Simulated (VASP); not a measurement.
# W (P6/mmm) in VASP: further runs

The runs below take W through single point, with PBEsol.

Program: VASP 6.6.1. These are calculated values, not measurements. Logs are shortened: lines on timing, memory, paths and dates and some standing lists are left out, and cuts for length are marked.

## 1. The cell of the first run

The structure is hexagonal, space group P6/mmm (No. 191). The conventional cell has a = 4.703 Å, b = 4.703 Å, c = 2.617 Å, α = 90.00°, β = 90.00°, γ = 120.00°. W (site symmetry 6/mmm) has 14 W at 2.62 to 3.01 Å within 3.5 Å. W (site symmetry -6m2) has 11 W at 2.62 to 3.01 Å within 3.5 Å.

## 2. Single point, PBEsol (volume scaled by 1.04)

Contents of INCAR:

```
PREC = Accurate
ENCUT = 520
EDIFF = 1E-6
ISMEAR = -1
SIGMA = 0.1
LREAL = F
LASPH = T
NELM = 80
ALGO = Normal
ISIF = 2
LWAVE = F
LCHARG = T
GGA = PS
LELF = T
LVHAR = T
NBANDS = 28
```

Contents of KPOINTS:

```
Automatic mesh
0
Gamma
  9 9 14
```

Contents of POSCAR:

```
W
1.0
    4.7026744768      0.0000000000      0.0000000000
   -2.3513372384      4.0726355627      0.0000000000
    0.0000000000      0.0000000000      2.6173304781
W
3
Direct
    1.0000000000      1.0000000000      0.0000000000
    0.3333333333      0.6666666667      0.5000000000
    0.6666666667      0.3333333333      0.5000000000
```

Potentials or basis: VASP PAW PBE potentials, release 64 (W_sv).

Started as:

```
> cat potpaw_PBE.64/W_sv/POTCAR > POTCAR
> mpirun -np 1 vasp_std > vasp.out
```

OUTCAR:

```text
PREC = Accurate
   ENCUT = 520
   EDIFF = 1E-6
   ISMEAR = -1
   LREAL = F
   LASPH = T
   NELM = 80
   ISIF = 2
   GGA = PS

 ion  position               nearest neighbor table
   1  0.000  0.000  0.000-   2 3.01   3 3.01   2 3.01   3 3.01   3 3.01   3 3.01   2 3.01   2 3.01
                             3 3.01   3 3.01   2 3.01   2 3.01
   2  0.333  0.667  0.500-   3 2.72   3 2.72   3 2.72   1 3.01   1 3.01   1 3.01   1 3.01   1 3.01
                             1 3.01
   3  0.667  0.333  0.500-   2 2.72   2 2.72   2 2.72   1 3.01   1 3.01   1 3.01   1 3.01   1 3.01
                             1 3.01

  LATTYP: Found a hexagonal cell.
 ALAT       =     4.7026744768
 C/A-ratio  =     0.5565621203

  Lattice vectors:

 A1 = (   4.7026744768,   0.0000000000,   0.0000000000)
 A2 = (  -2.3513372384,   4.0726355627,   0.0000000000)
 A3 = (   0.0000000000,   0.0000000000,   2.6173304781)

Analysis of symmetry for initial positions (statically):
=====================================================================
 Subroutine PRICEL returns:
 Original cell was already a primitive cell.

 Routine SETGRP: Setting up the symmetry group for a
 hexagonal supercell.

 Subroutine GETGRP returns: Found 24 space group operations
 (whereof 24 operations were pure point group operations)
 out of a pool of 24 trial point group operations.

The static configuration has the point symmetry D_6h.

Analysis of symmetry for dynamics (positions and initial velocities):
=====================================================================
 Subroutine PRICEL returns:
 Original cell was already a primitive cell.

 Routine SETGRP: Setting up the symmetry group for a
 hexagonal supercell.

 Subroutine GETGRP returns: Found 24 space group operations
 (whereof 24 operations were pure point group operations)
 out of a pool of 24 trial point group operations.

The dynamic configuration has the point symmetry D_6h.

 Subroutine INISYM returns: Found 24 space group operations
 (whereof 24 operations are pure point group operations),
 and found     1 'primitive' translations

----------------------------------------------------------------------------------------

                                     Primitive cell

  volume of cell :      50.1278

  direct lattice vectors                    reciprocal lattice vectors
     4.702674477  0.000000000  0.000000000     0.212644954  0.122770622  0.000000000
    -2.351337238  4.072635563  0.000000000     0.000000000  0.245541243  0.000000000
     0.000000000  0.000000000  2.617330478     0.000000000  0.000000000  0.382068680

  length of vectors
     4.702674477  4.702674477  2.617330478     0.245541243  0.245541243  0.382068680

  position of ions in fractional coordinates (direct lattice)
     0.000000000  0.000000000  0.000000000
     0.333333333  0.666666667  0.500000000
     0.666666667  0.333333333  0.500000000

  ion indices of the primitive-cell ions
   primitive index   ion index
                 1           1
                 2           2
                 3           3

----------------------------------------------------------------------------------------

 KPOINTS: Automatic mesh

Automatic generation of k-mesh.
 Grid dimensions read from file:
 generate k-points for:    9    9   14

 Generating k-lattice:

  Cartesian coordinates                     Fractional coordinates (reciprocal lattice)
     0.023627217  0.013641180  0.000000000     0.111111111  0.000000000  0.000000000
     0.000000000  0.027282360  0.000000000     0.000000000  0.111111111  0.000000000
     0.000000000  0.000000000  0.027290620     0.000000000  0.000000000  0.071428571

  Length of vectors
     0.027282360  0.027282360  0.027290620

  Shift w.r.t. Gamma in fractional coordinates (k-lattice)
     0.000000000  0.000000000  0.000000000

 Subroutine IBZKPT returns following result:
 ===========================================

 Found     96 irreducible k-points:

 Following reciprocal coordinates:
            Coordinates               Weight
  0.000000  0.000000  0.000000      1.000000
  0.111111  0.000000  0.000000      6.000000
  0.222222  0.000000  0.000000      6.000000
  0.333333  0.000000  0.000000      6.000000
  0.444444  0.000000  0.000000      6.000000
  0.111111  0.111111  0.000000      6.000000
[... 16 lines left out ...]
  0.333333  0.222222  0.071429     24.000000
  0.333333  0.333333  0.071429      4.000000
 [... further k-points ...]
   k-points           NKPTS =     96   k-points in BZ     NKDIM =     96   number of bands    NBANDS=     28
   number of dos      NEDOS =    301   number of ions     NIONS =      3
   total plane-waves  NPLWV =  25920
   dimension x,y,z NGX =    36 NGY =   36 NGZ =   20
   dimension x,y,z NGXF=    72 NGYF=   72 NGZF=   40
   ions per type =               3
   NGX,Y,Z   is equivalent  to a cutoff of  12.73, 12.73, 12.70 a.u.
   NGXF,Y,Z  is equivalent  to a cutoff of  25.45, 25.45, 25.41 a.u.
 SYSTEM =  unknown system
   PREC   = accura    normal or accurate (medium, high low for compatibility)
   ISTART =      0    job   : 0-new  1-cont  2-samecut
   ICHARG =      2    charge: 1-file 2-atom 10-const
   ISPIN  =      1    spin polarized calculation?
   LNONCOLLINEAR =      F non collinear calculations
   LSORBIT =      F    spin-orbit coupling
   LASPH  =      T    aspherical Exc in radial PAW
   ENCUT  =  520.0 eV  38.22 Ry    6.18 a.u.   8.74  8.74  4.87*2*pi/ulx,y,z
   NELM   =     80;   NELMIN=  2; NELMDL= -5     # of ELM steps
   EDIFF  = 0.1E-05   stopping-criterion for ELM
   LREAL  =      F    real-space projection
   EDIFFG = 0.1E-04   stopping-criterion for IOM
   NSW    =      0    number of steps for IOM
   IBRION =     -1    ionic relax: 0-MD 1-quasi-New 2-CG
   NFREE  =      0    steps in history (QN), initial steepest desc. (CG)
   ISIF   =      2    stress and relaxation
   ISYM   =      2    0-nonsym 1-usesym 2-fastsym
   POTIM  = 0.5000    time-step for ionic-motion
   TEBEG  =    0.0;   TEEND  =   0.0 temperature during run
   PSTRESS=    0.0 pullay stress
   NELECT =      42.0000    total number of electrons
   NUPDOWN=      -1.0000    fix difference up-down
   EMIN   =  10.00;   EMAX   =-10.00  energy-range for DOS
   EFERMI =   0.00;   METHOD = LEGACY
   ISMEAR =    -1;   SIGMA  =   0.10  broadening in eV -4-tet -1-fermi 0-gaus
   EFERMI_NEDOS =   21; number of points for ismear=-14 and -15
   IALGO  =     38    algorithm
   IMIX   =      4    mixing-type and parameters
     AMIX     =   0.40;   BMIX     =  1.00
     AMIX_MAG =   1.60;   BMIX_MAG =  1.00
  volume/ion in A,a.u.               =      16.71       112.76
  Fermi-wavevector in a.u.,A,eV,Ry     =   1.543352  2.916512 32.408188  2.381935
  Thomas-Fermi vector in A             =   2.649027
   LORBIT       =      0    0 simple, 1 ext, 2 COOP (PROOUT), +10 PAW based schemes
   GGA     = PS    functional components
   LHFCALC =     F    Hartree Fock is set to
   AEXX    =    0.0000 exact exchange contribution
   IVDW    =     0    specifies the selected vdW correction
   LEPSILON=     F    determine dielectric tensor
   LRPA    =     F    only Hartree local field effects (RPA)
 non-spin polarized calculation
  energy-cutoff  :      520.00
  volume of cell :       50.13
 maximum number of plane-waves:      1372
 NGX is ok and might be reduce to    36
   NGX = 17   NGY = 17   NGZ =  9

 number of electron      41.9999997 magnetization

 Free energy of the ion-electron system (eV)
  ---------------------------------------------------
  ext. energy  EPLUGINS =         0.00000000
  ---------------------------------------------------
  free energy    TOTEN  =       -39.75197208 eV

  energy without entropy =      -39.63374972  energy(sigma->0) =      -39.69286090

 E-fermi :  10.3177     XC(G=0): -13.4394

 val. band max:       10.3134933456   @ k =   0.0000   0.0000   0.2857
 cond. band min:      10.3250360107   @ k =   0.4444   0.0000   0.2143
 fundamental gap:      0.0115426651
 Fermi energy:        10.3176644807

 k-point     1 :       0.0000    0.0000    0.0000
  band No.  band energies     occupation
      1     -63.6943      2.00000
      2     -63.5049      2.00000
      3     -63.4119      2.00000
      4     -28.0263      2.00000
      5     -28.0263      2.00000
      6     -27.9954      2.00000
[... 20 lines left out ...]
     27      15.5402      0.00000
     28      15.5402      0.00000

 k-point     2 :       0.1111    0.0000    0.0000
  band No.  band energies     occupation
      1     -63.6935      2.00000
      2     -63.5031      2.00000
      3     -63.4146      2.00000
      4     -28.1137      2.00000
      5     -28.0949      2.00000
      6     -27.9019      2.00000
[... 20 lines left out ...]
     27      15.2618      0.00000
     28      15.4989      0.00000

 k-point     3 :       0.2222    0.0000    0.0000
  band No.  band energies     occupation
      1     -63.6915      2.00000
      2     -63.4976      2.00000
      3     -63.4222      2.00000
      4     -28.1991      2.00000
      5     -28.1192      2.00000
      6     -27.7995      2.00000
[... 20 lines left out ...]
     27      14.5811      0.00000
     28      15.3727      0.00000

 k-point     4 :       0.3333    0.0000    0.0000
  band No.  band energies     occupation
      1     -63.6893      2.00000
      2     -63.4890      2.00000
      3     -63.4331      2.00000
      4     -28.2610      2.00000
      5     -28.0776      2.00000
      6     -27.7270      2.00000
[... 578 lines left out ...]
     27      14.2026      0.00000
     28      14.8178      0.00000

 k-point    23 :       0.3333    0.2222    0.0714
  band No.  band energies     occupation
      1     -63.6825      2.00000
      2     -63.4684      2.00000
      3     -63.4457      2.00000
      4     -28.1811      2.00000
      5     -28.0509      2.00000
      6     -27.9196      2.00000
[... 20 lines left out ...]
     27      14.3883      0.00000
     28      14.6076      0.00000

 k-point    24 :       0.3333    0.3333    0.0714
  band No.  band energies     occupation
      1     -63.6822      2.00000
      2     -63.4572      2.00000
      3     -63.4572      2.00000
      4     -28.1022      2.00000
      5     -28.0384      2.00000
      6     -28.0384      2.00000
[... 20 lines left out ...]
     27      14.0356      0.00000
     28      14.6796      0.00000

 [... further k-points ...]
[... 5 lines left out ...]
  --------------------------------------------------------------------------------------
  -------------------------------------------------------------------------------------
  Total       -2.9245896     -2.9245896     -3.6001310      0.0000000     -0.0000000      0.0000000
  in kB      -93.4752168    -93.4752169   -115.0667537      0.0000000     -0.0000000      0.0000000
  external PRESSURE =    -100.6723958 kB  Pullay stress =       0.0000000 kB

 VOLUME and BASIS-vectors are now :
 -----------------------------------------------------------------------------
  energy-cutoff  :      520.00
  volume of cell :       50.13
      direct lattice vectors                 reciprocal lattice vectors
     4.702674477  0.000000000  0.000000000     0.212644954  0.122770622  0.000000000
    -2.351337238  4.072635563  0.000000000     0.000000000  0.245541243  0.000000000
     0.000000000  0.000000000  2.617330478     0.000000000  0.000000000  0.382068680

 POSITION                                       TOTAL-FORCE (eV/Angst)
 -----------------------------------------------------------------------------------
      0.00000      0.00000      0.00000         0.000000      0.000000     -0.000000
     -0.00000      2.71509      1.30867        -0.000000     -0.000000      0.000000
      2.35134      1.35755      1.30867         0.000000      0.000000     -0.000000
 -----------------------------------------------------------------------------------
    total drift:                                0.000000      0.000000     -0.000000

  FREE ENERGIE OF THE ION-ELECTRON SYSTEM (eV)
  ---------------------------------------------------
  free  energy   TOTEN  =       -39.7519720849 eV

  energy  without entropy=      -39.6337497219  energy(sigma->0) =      -39.69286090
```

Run time: 35 s. Hardware: 1 thread of Intel Xeon 6975P-C (Granite Rapids), shared host; peak memory 0.23 GiB.

Results:

* Free energy: -39.7520 eV
* Pressure: -10.1 GPa
* Band gap on the k mesh: zero (band 21 reaches 10.80 eV, above the bottom of band 22 at 9.89 eV)

Stress tensor (GPa, compression positive):
```
 -9.35   0.00   0.00
  0.00  -9.35   0.00
  0.00   0.00 -11.51
```

Caveat: the PAW data sets were made with another functional, which shifts forces and pressure a little; spin-orbit coupling is left out, which moves the levels of the heavy elements.

## 3. Single point, PBEsol (volume scaled by 1.08)

Contents of INCAR:

```
SYSTEM = W
PREC = Accurate
ENCUT = 520
EDIFF = 1E-7
ISMEAR = -1
SIGMA = 0.1
LREAL = .FALSE.
LASPH = .TRUE.
NELM = 60
ALGO = Normal
ISIF = 2
LWAVE = .FALSE.
LCHARG = .FALSE.
GGA = PS
NBANDS = 28
```

Contents of KPOINTS:

```
regular mesh
0
G
  9 9 14
  0 0 0
```

Contents of POSCAR:

```
W
1.0
    4.7622083219      0.0000000000      0.0000000000
   -2.3811041609      4.1241933848      0.0000000000
    0.0000000000      0.0000000000      2.6504647611
W
3
Direct
    1.0000000000      1.0000000000      0.0000000000
    0.3333333333      0.6666666667      0.5000000000
    0.6666666667      0.3333333333      0.5000000000
```

Potentials or basis: VASP PAW PBE potentials, release 64 (W_sv).

Started as:

```
> cat potpaw_PBE.64/W_sv/POTCAR > POTCAR
> mpirun -np 1 vasp_std > vasp.out
```

Wall time 40 s (1 thread of Intel Xeon 6975P-C (Granite Rapids), shared host); peak memory 0.23 GiB.

Results (log left out):

| Quantity | Value |
| --- | --- |
| Free energy | -39.5777 eV |
| Pressure | -18.8 GPa |
| Band gap on the k mesh | zero (band 21 reaches 10.26 eV, above the bottom of band 22 at 9.40 eV) |

Stress tensor (GPa, compression positive):
```
-17.81   0.00   0.00
  0.00 -17.81   0.00
  0.00   0.00 -20.84
```

Levels at points of the mesh, in eV from the Fermi level:
| k point | band 19 | band 20 | band 21 | band 22 | band 23 | band 24 |
| --- | --- | --- | --- | --- | --- | --- |
| (0.00, 0.00, 0.00) | -2.33 | -2.11 | -0.26 | -0.26 | 2.02 | 2.02 |
| (0.00, 0.00, 0.50) | -0.98 | -0.98 | 0.21 | 0.21 | 2.94 | 2.94 |

Caveat: the PAW data sets were made with another functional, which shifts forces and pressure a little; spin-orbit coupling is left out, which moves the levels of the heavy elements.

[end of part 1 of 2]
